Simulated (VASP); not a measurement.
Here is a VASP 6.6.1 calculation.

The input INCAR:

```
SYSTEM = BeGa2
PREC = Accurate ; ENCUT = 600
EDIFF = 1E-6 ; ISMEAR = 0
SIGMA = 0.1 ; LREAL = .False.
LASPH = .True. ; NELM = 100
ALGO = Fast ; ISIF = 3
LWAVE = .False. ; LCHARG = .False.
GGA = PE ; IBRION = 2
NSW = 90 ; EDIFFG = -0.04
```

The input KPOINTS:

```
regular mesh
0
Gamma
  6 6 6
  0 0 0
```

POSCAR

```
BeGa2
1.0
   -1.8389404009      1.8389404009      6.3939503128
    1.8389404009     -1.8389404009      6.3939503128
    1.8389404009      1.8389404009     -6.3939503128
Be Ga
2 4
Direct
    0.0000000000      0.0000000000      0.0000000000
    0.7500000000      0.2500000000      0.5000000000
    0.4165000000      0.4165000000      0.0000000000
    0.1665000000      0.6665000000      0.5000000000
    0.3335000000      0.8335000000      0.5000000000
    0.5835000000      0.5835000000      0.0000000000
```

Potentials or basis: VASP PAW PBE potentials, release 64 (Be, Ga_d).

The run is started by

```console
$ cat potpaw_PBE.64/Be/POTCAR potpaw_PBE.64/Ga_d/POTCAR > POTCAR
$ mpirun -np 1 vasp_std > vasp.out
```

Task: Estimate the relaxed cell.

Result: a = 11.154 Å, b = 11.154 Å, c = 11.154 Å, α = 165.65°, β = 165.65°, γ = 20.35°.

Task: Estimate the band gap on the k mesh.

Result: Zero (bands 28 and 29 overlap by 6.54 eV).

Stress tensor (GPa, compression positive):
```
-0.05  0.00  0.00
 0.00 -0.05  0.00
 0.00  0.00 -0.45
```

Caveat: a cell axis changed by over 15 % at a fixed basis, so the end point is rough.
